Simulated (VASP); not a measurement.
# WS2 (Tungstenite) (R3m) in VASP: notebook

WS2 (Tungstenite) is run at these levels: LDA, BLYP, r2SCAN; tasks: single point.

All numbers are computed with VASP 6.6.1; they aren't measurements. Logs are shortened: lines on timing, memory, paths and dates and some standing lists are left out, and cuts for length are marked.

**1. The cell of the first run**

It takes space group R3m (No. 160, trigonal). Conventional cell: a = 3.158 Å, b = 3.158 Å, c = 18.490 Å, α = 90.00°, β = 90.00°, γ = 120.00°. Within 3.2 Å of W (site symmetry 3m) lie 6 S at 2.39 to 2.42 Å and 6 W at 3.16 Å. S (site symmetry 3m) has 3 W at 2.39 Å and 7 S at 3.13 to 3.16 Å within 3.2 Å. Within 3.2 Å of S (site symmetry 3m) lie 3 W at 2.42 Å and 7 S at 3.13 to 3.16 Å.

**2. Single point, LDA**

INCAR reads:

```
PREC     = Accurate       # precision mode
ENCUT    = 520            # plane-wave cutoff, eV
EDIFF    = 1E-6           # SCF threshold, eV
ISMEAR   = -1             # smearing method
SIGMA    = 0.1            # smearing width, eV
LREAL    = False          # projectors in reciprocal space
LASPH    = True           # aspherical terms in the spheres
NELM     = 80             # most SCF steps
ALGO     = Normal         # electronic algorithm
ISIF     = 2              # what is computed and relaxed
LWAVE    = False          # write WAVECAR
LCHARG   = True           # write CHGCAR
LELF     = True           # ELF
LVHAR    = True         
NBANDS   = 20             # bands
```

KPOINTS reads:

```
regular mesh
0
Gamma
  12 12 12
```

POSCAR reads:

```
WS2
1.0
    6.4273630000      0.0000000000      0.0000000000
    5.6515424698      3.0612191763      0.0000000000
    5.6515424698      1.4322994933      2.7054724184
W S
1 2
Direct
    0.0000000000      0.0000000000      0.0000000000
    0.2497000000      0.2497000000      0.2497000000
    0.4190000000      0.4190000000      0.4190000000
```

Potentials or basis: VASP PAW LDA potentials, release 64 (W_sv, S).

On the command line:

```console
$ cat potpaw_LDA.64/W_sv/POTCAR potpaw_LDA.64/S/POTCAR > POTCAR
$ mpirun -np 1 vasp_std > vasp.out
```

OUTCAR:

```text
PREC = Accurate
   ENCUT = 520
   EDIFF = 1E-6
   ISMEAR = -1
   LREAL = False
   LASPH = True
   NELM = 80
   ISIF = 2

 ion  position               nearest neighbor table
   1  0.000  0.000  0.000-   2 2.39   2 2.39   2 2.39   3 2.42   3 2.42   3 2.42
   2  0.250  0.250  0.250-   1 2.39   1 2.39   1 2.39
   3  0.419  0.419  0.419-   1 2.42   1 2.42   1 2.42

  LATTYP: Found a trigonal (rhomboedric) cell.
 ALAT       =     6.4273630000
 COS(alpha) =     0.8792941164

  Lattice vectors:

 A1 = (   6.4273630000,   0.0000000000,   0.0000000000)
 A2 = (   5.6515424698,   3.0612191763,   0.0000000000)
 A3 = (   5.6515424698,   1.4322994933,   2.7054724184)

Analysis of symmetry for initial positions (statically):
=====================================================================
 Subroutine PRICEL returns:
 Original cell was already a primitive cell.

 Routine SETGRP: Setting up the symmetry group for a
 trigonal (rhombohedral) supercell.

 Subroutine GETGRP returns: Found  6 space group operations
 (whereof  6 operations were pure point group operations)
 out of a pool of 12 trial point group operations.

The static configuration has the point symmetry C_3v.

Analysis of symmetry for dynamics (positions and initial velocities):
=====================================================================
 Subroutine PRICEL returns:
 Original cell was already a primitive cell.

 Routine SETGRP: Setting up the symmetry group for a
 trigonal (rhombohedral) supercell.

 Subroutine GETGRP returns: Found  6 space group operations
 (whereof  6 operations were pure point group operations)
 out of a pool of 12 trial point group operations.

The dynamic configuration has the point symmetry C_3v.

 Subroutine INISYM returns: Found  6 space group operations
 (whereof  6 operations are pure point group operations),
 and found     1 'primitive' translations

----------------------------------------------------------------------------------------

                                     Primitive cell

  volume of cell :      53.2317

  direct lattice vectors                    reciprocal lattice vectors
     6.427363000  0.000000000  0.000000000     0.155584802 -0.287236577 -0.172940338
     5.651542470  3.061219176  0.000000000     0.000000000  0.326667234 -0.172940338
     5.651542470  1.432299493  2.705472418     0.000000000  0.000000000  0.369621214

  length of vectors
     6.427363000  6.427363000  6.427363000     0.369621214  0.369621214  0.369621214

  position of ions in fractional coordinates (direct lattice)
     0.000000000  0.000000000  0.000000000
     0.249700000  0.249700000  0.249700000
     0.419000000  0.419000000  0.419000000

  ion indices of the primitive-cell ions
   primitive index   ion index
                 1           1
                 2           2
                 3           3

----------------------------------------------------------------------------------------

 KPOINTS: regular mesh

Automatic generation of k-mesh.
 Grid dimensions read from file:
 generate k-points for:   12   12   12

 Generating k-lattice:

  Cartesian coordinates                     Fractional coordinates (reciprocal lattice)
     0.012965400 -0.023936381 -0.014411695     0.083333333  0.000000000  0.000000000
     0.000000000  0.027222269 -0.014411695     0.000000000  0.083333333  0.000000000
     0.000000000  0.000000000  0.030801768     0.000000000  0.000000000  0.083333333

  Length of vectors
     0.030801768  0.030801768  0.030801768

  Shift w.r.t. Gamma in fractional coordinates (k-lattice)
     0.000000000  0.000000000  0.000000000

 Subroutine IBZKPT returns following result:
 ===========================================

 Found    189 irreducible k-points:

 Following reciprocal coordinates:
            Coordinates               Weight
  0.000000  0.000000  0.000000      1.000000
  0.083333  0.000000  0.000000      6.000000
  0.166667  0.000000  0.000000      6.000000
  0.250000 -0.000000 -0.000000      6.000000
  0.333333  0.000000 -0.000000      6.000000
  0.416667  0.000000 -0.000000      6.000000
[... 16 lines left out ...]
  0.500000  0.166667 -0.000000     12.000000
 -0.416667  0.166667  0.000000     12.000000
 [... further k-points ...]
   k-points           NKPTS =    189   k-points in BZ     NKDIM =    189   number of bands    NBANDS=     20
   number of dos      NEDOS =    301   number of ions     NIONS =      3
   total plane-waves  NPLWV = 110592
   dimension x,y,z NGX =    48 NGY =   48 NGZ =   48
   dimension x,y,z NGXF=    96 NGYF=   96 NGZF=   96
   ions per type =               1   2
   NGX,Y,Z   is equivalent  to a cutoff of  12.42, 12.42, 12.42 a.u.
   NGXF,Y,Z  is equivalent  to a cutoff of  24.83, 24.83, 24.83 a.u.
 SYSTEM =  unknown system
   PREC   = accura    normal or accurate (medium, high low for compatibility)
   ISTART =      0    job   : 0-new  1-cont  2-samecut
   ICHARG =      2    charge: 1-file 2-atom 10-const
   ISPIN  =      1    spin polarized calculation?
   LNONCOLLINEAR =      F non collinear calculations
   LSORBIT =      F    spin-orbit coupling
   LASPH  =      T    aspherical Exc in radial PAW
   ENCUT  =  520.0 eV  38.22 Ry    6.18 a.u.  11.95 11.95 11.95*2*pi/ulx,y,z
   NELM   =     80;   NELMIN=  2; NELMDL= -5     # of ELM steps
   EDIFF  = 0.1E-05   stopping-criterion for ELM
   LREAL  =      F    real-space projection
   EDIFFG = 0.1E-04   stopping-criterion for IOM
   NSW    =      0    number of steps for IOM
   IBRION =     -1    ionic relax: 0-MD 1-quasi-New 2-CG
   NFREE  =      0    steps in history (QN), initial steepest desc. (CG)
   ISIF   =      2    stress and relaxation
   ISYM   =      2    0-nonsym 1-usesym 2-fastsym
   POTIM  = 0.5000    time-step for ionic-motion
   TEBEG  =    0.0;   TEEND  =   0.0 temperature during run
   PSTRESS=    0.0 pullay stress
   NELECT =      26.0000    total number of electrons
   NUPDOWN=      -1.0000    fix difference up-down
   EMIN   =  10.00;   EMAX   =-10.00  energy-range for DOS
   EFERMI =   0.00;   METHOD = LEGACY
   ISMEAR =    -1;   SIGMA  =   0.10  broadening in eV -4-tet -1-fermi 0-gaus
   EFERMI_NEDOS =   21; number of points for ismear=-14 and -15
   IALGO  =     38    algorithm
   IMIX   =      4    mixing-type and parameters
     AMIX     =   0.40;   BMIX     =  1.00
     AMIX_MAG =   1.60;   BMIX_MAG =  1.00
  volume/ion in A,a.u.               =      17.74       119.74
  Fermi-wavevector in a.u.,A,eV,Ry     =   1.289266  2.436359 22.615693  1.662207
  Thomas-Fermi vector in A             =   2.421169
   LORBIT       =      0    0 simple, 1 ext, 2 COOP (PROOUT), +10 PAW based schemes
   GGA     = CA    functional components
   LHFCALC =     F    Hartree Fock is set to
   AEXX    =    0.0000 exact exchange contribution
   IVDW    =     0    specifies the selected vdW correction
   LEPSILON=     F    determine dielectric tensor
   LRPA    =     F    only Hartree local field effects (RPA)
 non-spin polarized calculation
  energy-cutoff  :      520.00
  volume of cell :       53.23
 maximum number of plane-waves:      1450
   NGX = 23   NGY = 23   NGZ = 23

 number of electron      26.0000001 magnetization

 Free energy of the ion-electron system (eV)
  ---------------------------------------------------
  ext. energy  EPLUGINS =         0.00000000
  ---------------------------------------------------
  free energy    TOTEN  =       -26.24153336 eV

  energy without entropy =      -26.24134042  energy(sigma->0) =      -26.24143689

 E-fermi :   7.7349     XC(G=0): -11.2376

 val. band max:        7.3491801720   @ k =   0.5000   0.5000   0.5000
 cond. band min:       8.3016406192   @ k =  -0.1667   0.1667  -0.0000
 fundamental gap:      0.9524604472
 Fermi energy:         7.7349074000

 k-point     1 :       0.0000    0.0000    0.0000
  band No.  band energies     occupation
      1     -66.8460      2.00000
      2     -31.3778      2.00000
      3     -31.1887      2.00000
      4     -31.1887      2.00000
      5      -8.2336      2.00000
      6      -6.2179      2.00000
[... 12 lines left out ...]
     19      15.1051      0.00000
     20      15.7029      0.00000

 k-point     2 :       0.0833    0.0000    0.0000
  band No.  band energies     occupation
      1     -66.8447      2.00000
      2     -31.3732      2.00000
      3     -31.2142      2.00000
      4     -31.1946      2.00000
      5      -8.1130      2.00000
      6      -6.1841      2.00000
[... 12 lines left out ...]
     19      15.5621      0.00000
     20      15.8078      0.00000

 k-point     3 :       0.1667    0.0000    0.0000
  band No.  band energies     occupation
      1     -66.8411      2.00000
      2     -31.3607      2.00000
      3     -31.2831      2.00000
      4     -31.2107      2.00000
      5      -7.7684      2.00000
      6      -6.0873      2.00000
[... 12 lines left out ...]
     19      15.7274      0.00000
     20      16.3549      0.00000

 k-point     4 :       0.2500   -0.0000   -0.0000
  band No.  band energies     occupation
      1     -66.8362      2.00000
      2     -31.3761      2.00000
      3     -31.3435      2.00000
      4     -31.2325      2.00000
      5      -7.2528      2.00000
      6      -5.9433      2.00000
[... 12 lines left out ...]
     19      15.4807      0.00000
     20      16.0123      0.00000

 k-point     5 :       0.3333    0.0000   -0.0000
  band No.  band energies     occupation
      1     -66.8314      2.00000
      2     -31.4676      2.00000
      3     -31.3263      2.00000
      4     -31.2543      2.00000
      5      -6.6621      2.00000
      6      -5.7829      2.00000
[... 12 lines left out ...]
     19      14.6360      0.00000
     20      15.0811      0.00000

 k-point     6 :       0.4167    0.0000   -0.0000
  band No.  band energies     occupation
      1     -66.8278      2.00000
      2     -31.5337      2.00000
      3     -31.3136      2.00000
      4     -31.2701      2.00000
      5      -6.1547      2.00000
      6      -5.6533      2.00000
[... 12 lines left out ...]
     19      13.9444      0.00000
     20      14.6897      0.00000

 k-point     7 :       0.5000   -0.0000   -0.0000
  band No.  band energies     occupation
      1     -66.8265      2.00000
      2     -31.5577      2.00000
      3     -31.3090      2.00000
      4     -31.2759      2.00000
      5      -5.9447      2.00000
      6      -5.6036      2.00000
[... 12 lines left out ...]
     19      13.7913      0.00000
     20      14.6032      0.00000
[... 277 lines left out ...]
 k-point    20 :       0.2500    0.1667   -0.0000
  band No.  band energies     occupation
      1     -66.8380      2.00000
      2     -31.3499      2.00000
      3     -31.3377      2.00000
      4     -31.2291      2.00000
      5      -7.4248      2.00000
      6      -6.0396      2.00000
[... 12 lines left out ...]
     19      15.6953      0.00000
     20      16.0472      0.00000

 k-point    21 :       0.3333    0.1667   -0.0000
  band No.  band energies     occupation
      1     -66.8338      2.00000
      2     -31.4047      2.00000
      3     -31.3349      2.00000
      4     -31.2613      2.00000
      5      -6.9429      2.00000
      6      -5.9051      2.00000
[... 12 lines left out ...]
     19      15.4565      0.00000
     20      16.0931      0.00000

 k-point    22 :       0.4167    0.1667   -0.0000
  band No.  band energies     occupation
      1     -66.8296      2.00000
      2     -31.4674      2.00000
      3     -31.3200      2.00000
      4     -31.2967      2.00000
      5      -6.4021      2.00000
      6      -5.7431      2.00000
[... 12 lines left out ...]
     19      15.2038      0.00000
     20      15.7720      0.00000

 k-point    23 :       0.5000    0.1667   -0.0000
  band No.  band energies     occupation
      1     -66.8265      2.00000
      2     -31.5117      2.00000
      3     -31.3238      2.00000
      4     -31.3090      2.00000
      5      -5.9549      2.00000
      6      -5.6003      2.00000
[... 12 lines left out ...]
     19      15.2260      0.00000
     20      15.6772      0.00000

 k-point    24 :      -0.4167    0.1667    0.0000
  band No.  band energies     occupation
      1     -66.8254      2.00000
      2     -31.5277      2.00000
      3     -31.3339      2.00000
      4     -31.3050      2.00000
      5      -5.7834      2.00000
      6      -5.5348      2.00000
[... 12 lines left out ...]
     19      15.5097      0.00000
     20      15.6340      0.00000

 [... further k-points ...]
[... 5 lines left out ...]
  --------------------------------------------------------------------------------------
  -------------------------------------------------------------------------------------
  Total       -0.9874221     -1.1309982     -1.1372806      0.0388848      0.0059334      0.0234119
  in kB      -29.7196082    -34.0409874    -34.2300753      1.1703609      0.1785843      0.7046547
  external PRESSURE =     -32.6635570 kB  Pullay stress =       0.0000000 kB

 VOLUME and BASIS-vectors are now :
 -----------------------------------------------------------------------------
  energy-cutoff  :      520.00
  volume of cell :       53.23
      direct lattice vectors                 reciprocal lattice vectors
     6.427363000  0.000000000  0.000000000     0.155584802 -0.287236577 -0.172940338
     5.651542470  3.061219176  0.000000000     0.000000000  0.326667234 -0.172940338
     5.651542470  1.432299493  2.705472418     0.000000000  0.000000000  0.369621214

 POSITION                                       TOTAL-FORCE (eV/Angst)
 -----------------------------------------------------------------------------------
      0.00000      0.00000      0.00000         0.563048      0.142696      0.085915
      4.42729      1.12203      0.67556        -0.064149     -0.016258     -0.009789
      7.42906      1.88278      1.13359        -0.498899     -0.126438     -0.076126
 -----------------------------------------------------------------------------------
    total drift:                                0.000024      0.000006      0.000004

  FREE ENERGIE OF THE ION-ELECTRON SYSTEM (eV)
  ---------------------------------------------------
  free  energy   TOTEN  =       -26.2415333614 eV

  energy  without entropy=      -26.2413404213  energy(sigma->0) =      -26.24143689
```

Run time: 2.9 min. Hardware: 1 thread of Intel Xeon 6975P-C (Granite Rapids), shared host; peak memory 0.38 GiB.

What came out:

```yaml
Free_energy: -26.2415 eV
Pressure: -3.3 GPa
Largest_force: 0.587 eV/Å
Band_gap_on_the_k_mesh: 0.95 eV, indirect (least direct gap 1.89 eV)
```

Forces on the atoms (eV/Å):
```
W    0.563  0.143  0.086
S   -0.064 -0.016 -0.010
S   -0.499 -0.126 -0.076
```

Caveat: spin-orbit coupling is left out, which moves the levels of the heavy elements. A hybrid or GW would open this gap; LDA tends to underestimate it.

**3. Single point, BLYP**

INCAR reads:

```
  PREC = Accurate
  ENCUT = 520
  EDIFF = 1E-6
  ISMEAR = -1
  SIGMA = 0.1
  LREAL = F
  LASPH = T
  NELM = 80
  ALGO = Normal
  ISIF = 2
  LWAVE = F
  LCHARG = T
  GGA = B5
  ALDAX = 1.0
  AGGAX = 1.0
  AGGAC = 1.0
  ALDAC = 0.0
  LELF = T
  LVHAR = T
  NBANDS = 20
```

KPOINTS reads:

```
Automatic mesh
0
Gamma
  12 12 12
```

POSCAR is that of step 2.

Potentials or basis: VASP PAW PBE potentials, release 64 (W_sv, S).

On the command line:

```console
$ cat potpaw_PBE.64/W_sv/POTCAR potpaw_PBE.64/S/POTCAR > POTCAR
$ mpirun -np 1 vasp_std > vasp.out
```

Wall time 3.5 min (1 thread of Intel Xeon 6975P-C (Granite Rapids), shared host); peak memory 0.43 GiB.

Results (log left out):

```
Free energy            : -20.7354 eV
Pressure               : 12.5 GPa
Largest force          : 0.939 eV/Å
Band gap on the k mesh : 1.04 eV, indirect (least direct gap 1.91 eV)
```

Forces on the atoms (eV/Å):
```
W    0.587  0.149  0.090
S   -0.900 -0.228 -0.137
S    0.313  0.079  0.048
```

Stress tensor (GPa, compression positive):
```
11.26 -0.49 -0.30
-0.49 13.08 -0.08
-0.30 -0.08 13.16
```

Levels at points of the mesh, in eV from the valence-band top:
| k point | band 10 | band 11 | band 12 | band 13 | band 14 | band 15 | band 16 | band 17 |
| --- | --- | --- | --- | --- | --- | --- | --- | --- |
| (0.00, 0.00, 0.00) | -2.31 | -2.31 | -1.57 | -1.18 | 2.19 | 2.19 | 2.50 | 2.50 |
| (0.50, 0.00, 0.00) | -4.15 | -2.58 | -1.81 | -1.63 | 2.25 | 2.59 | 3.69 | 3.85 |
| (0.50, 0.50, 0.00) | -4.07 | -3.17 | -2.00 | -1.45 | 2.21 | 2.70 | 3.28 | 4.34 |
| (0.50, 0.50, 0.50) | -3.54 | -2.28 | -2.28 | 0.00 | 2.29 | 2.29 | 2.36 | 2.36 |

Caveat: the PAW data sets were made with another functional, which shifts forces and pressure a little; spin-orbit coupling is left out, which moves the levels of the heavy elements. A k mesh can miss the band edges.

(Part 1 of 2 ends here.)
